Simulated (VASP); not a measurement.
**Hf2CO2: single point with PBEsol+D3(BJ)**

Hf2CO2, a sheet with vacuum:

```xyz
5
Lattice="3.2303 0.0000 0.0000 -1.6152 2.7976 0.0000 0.0000 0.0000 32.9600" Properties=species:S:1:pos:R:3 pbc="T T T"
O     1.6152    0.9325    6.9900
O     0.0000    1.8650   11.5900
Hf    0.0000    1.8650    7.9232
Hf    1.6152    0.9325   10.6568
C     0.0000    0.0000    9.2900
```

| Quantity | Value |
| --- | --- |
| Program | VASP 6.6.1 |
| Task | single point |
| Functional | PBEsol |
| Dispersion | D3(BJ) |
| Potentials or basis | VASP PAW PBE potentials, release 64 (O, Hf_pv, C) |
| Cutoff | 520 eV |
| k mesh | 12 × 12 × 1 |
| Occupations | gaussian, width 0.03 eV |
| Spin | no spin polarisation |
| Dipole correction | yes |
| Further INCAR settings | ALGO = Normal; EDIFF = 1e-06; NBANDS = 26; NELMDL = -8 |

* Largest force: 0.174 eV/Å
* Band gap on the k mesh: 0.93 eV (least direct gap 2.07 eV)
* Dispersion energy per atom: -0.166 eV

Forces on the atoms (eV/Å):
```
O    0.000  0.000  0.174
O    0.000  0.000 -0.174
Hf   0.000  0.000 -0.098
Hf   0.000  0.000  0.098
C    0.000  0.000  0.000
```

Levels at points of the mesh, in eV from the valence-band top:
```tsv
k point	band 16	band 17	band 18	band 19	band 20	band 21
(0.00, 0.00, 0.00)	-1.47	0.00	0.00	2.27	2.27	2.61
(0.50, 0.00, 0.00)	-3.15	-1.52	-1.13	0.93	3.58	4.87
```

Wall time 3.2 min on 1 thread of Intel(R) Xeon(R) Platinum 8375C CPU @ 2.90GHz (Ice Lake), with other jobs on the host, peak memory 0.47 GiB.

Caveat: the PAW data sets were made with another functional, which shifts forces and pressure a little; spin-orbit coupling is left out, which moves the levels of the heavy elements.
